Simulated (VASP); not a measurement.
Write the native input for VASP 6.6.1 that does the following.

| Quantity | Value |
| --- | --- |
| Task | single point |
| Functional | revPBE |
| Potentials or basis | VASP PAW PBE potentials, release 64 (Sc_sv, Al) |
| Cutoff | 520 eV |
| k mesh | 6 × 6 × 6 |
| Occupations | fermi-dirac, width 0.1 eV |
| Spin | no spin polarisation |
| Dipole correction | no |
| Further INCAR settings | ALGO = Normal; EDIFF = 1e-07; NBANDS = 18 |

The structure of ScAl3 lies in POSCAR:

```
ScAl3
1.0
    4.0878070000      0.0000000000      0.0000000000
    0.0000000000      4.0878070000      0.0000000000
    0.0000000000      0.0000000000      4.0878070000
Sc Al
1 3
Direct
    0.0000000000      0.0000000000      0.0000000000
    0.5000000000      0.0000000000      0.5000000000
    0.0000000000      0.5000000000      0.5000000000
    0.5000000000      0.5000000000      0.0000000000
```

The input as run:

INCAR

```
SYSTEM = ScAl3
PREC = Accurate ; ENCUT = 520
EDIFF = 1E-7 ; ISMEAR = -1
SIGMA = 0.1 ; LREAL = .FALSE.
LASPH = .TRUE. ; NELM = 60
ALGO = Normal ; ISIF = 2
LWAVE = .FALSE. ; LCHARG = .TRUE.
GGA = RE ; LELF = .TRUE.
LVHAR = .TRUE. ; NBANDS = 18
```

KPOINTS

```
regular mesh
0
G
  6 6 6
  0 0 0
```

Potentials or basis: VASP PAW PBE potentials, release 64 (Sc_sv, Al).

The run is started by

```bash
$ cat potpaw_PBE.64/Sc_sv/POTCAR potpaw_PBE.64/Al/POTCAR > POTCAR
$ mpirun -np 1 vasp_std > vasp.out
```

Results of the run:

```yaml
Pressure: 2.7 GPa
Band_gap_on_the_k_mesh: zero (band 10 reaches 8.28 eV, above the bottom of band 11 at 4.37 eV)
```

Caveat: the PAW data sets were made with another functional, which shifts forces and pressure a little.

It took 24 s on 1 thread of AMD EPYC 7R13 Processor (Zen 3) (shared host), peak memory 0.14 GiB.
